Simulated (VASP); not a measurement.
Input of a VASP 6.6.1 run:

Contents of INCAR:

```
SYSTEM = RbBr
PREC     = Accurate       ! precision mode
ENCUT    = 520            ! plane-wave cutoff, eV
EDIFF    = 1E-6           ! SCF threshold, eV
ISMEAR   = 0              ! smearing method
SIGMA    = 0.1            ! smearing width, eV
LREAL    = .False.        ! projectors in reciprocal space
LASPH    = .True.         ! aspherical terms in the spheres
NELM     = 100            ! most SCF steps
ALGO     = Normal         ! electronic algorithm
ISIF     = 2              ! what is computed and relaxed
LWAVE    = .False.        ! write WAVECAR
LCHARG   = .False.        ! write CHGCAR
GGA      = PS             ! functional
NBANDS   = 15             ! bands
```

Contents of KPOINTS:

```
regular mesh
0
Gamma
  6 6 6
  0 0 0
```

Contents of POSCAR:

```
RbBr
1.0
    3.9836864400      0.0000000000      0.0000000000
    0.0000000000      3.9836864400      0.0000000000
    0.0000000000      0.0000000000      3.9836864400
Rb Br
1 1
Direct
    0.0000000000      0.0000000000      0.0000000000
    0.5000000000      0.5000000000      0.5000000000
```

Potentials or basis: VASP PAW PBE potentials, release 64 (Rb_sv, Br).

Command:

```console
$ cat potpaw_PBE.64/Rb_sv/POTCAR potpaw_PBE.64/Br/POTCAR > POTCAR
$ mpirun -np 1 vasp_std > vasp.out
```

Question: What does it give for the band gap on the k mesh?

Answer: 4.28 eV, indirect (least direct gap 4.43 eV).

Question: Predict the pressure.

Answer: 1.4 GPa.

Caveat: the PAW data sets were made with another functional, which shifts forces and pressure a little. A k mesh can miss the band edges.
